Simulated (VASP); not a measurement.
A run of VASP 6.6.1 is set up as follows.

INCAR

```
  PREC = Accurate
  ENCUT = 600
  EDIFF = 1E-6
  ISMEAR = -1
  SIGMA = 0.05
  LREAL = False
  LASPH = True
  NELM = 80
  ALGO = Normal
  ISIF = 3
  LWAVE = False
  LCHARG = False
  GGA = B5
  ALDAX = 1.0
  AGGAX = 1.0
  AGGAC = 1.0
  ALDAC = 0.0
  IBRION = 2
  NSW = 60
  EDIFFG = -0.01
```

File KPOINTS:

```
Automatic mesh
0
Gamma
  5 5 5
```

POSCAR

```
CsSnI3
1.0
    6.2057000000      0.0000000000      0.0000000000
    0.0000000000      6.2057000000      0.0000000000
    0.0000000000      0.0000000000      6.2057000000
Cs I Sn
1 3 1
Direct
    0.0000000000      0.0000000000      0.0000000000
    0.5000000000      0.5000000000      0.0000000000
    0.5000000000      0.0000000000      0.5000000000
    0.0000000000      0.5000000000      0.5000000000
    0.5000000000      0.5000000000      0.5000000000
```

Potentials or basis: VASP PAW PBE potentials, release 64 (Cs_sv, I, Sn_d).

The run is started by

```sh
$ cat potpaw_PBE.64/Cs_sv/POTCAR potpaw_PBE.64/I/POTCAR potpaw_PBE.64/Sn_d/POTCAR > POTCAR
$ mpirun -np 1 vasp_std > vasp.out
```

Q: Estimate the band gap on the k mesh.

A: 1.92 eV, direct.

Q: Estimate the space group after relaxing (to 0.05 Å).

A: Pm-3m (No. 221).

Q: What does it give for the relaxed cell?

A: a = 6.469 Å, b = 6.469 Å, c = 6.469 Å, α = 90.00°, β = 90.00°, γ = 90.00°.

Q: What does it give for the relaxed volume?

A: 54.15 Å³/atom.

Step by step:
| step | energy change (eV) | largest force (eV/Å) | pressure (GPa) | volume (Å³) |
| --- | --- | --- | --- | --- |
| 1 | 0.0000 | 0.0000 | 2.04 | 238.99 |
| 2 | -0.1647 | 0.0000 | 0.49 | 260.66 |
| 3 | -0.1793 | 0.0000 | -0.02 | 270.73 |

Caveat: the PAW data sets were made with another functional, which shifts forces and pressure a little; spin-orbit coupling is left out, which moves the levels of the heavy elements; the volume moved by +13 % from the deposited cell, more than functionals usually miss. BLYP gaps usually lie below the measured ones, often by a third to a half.
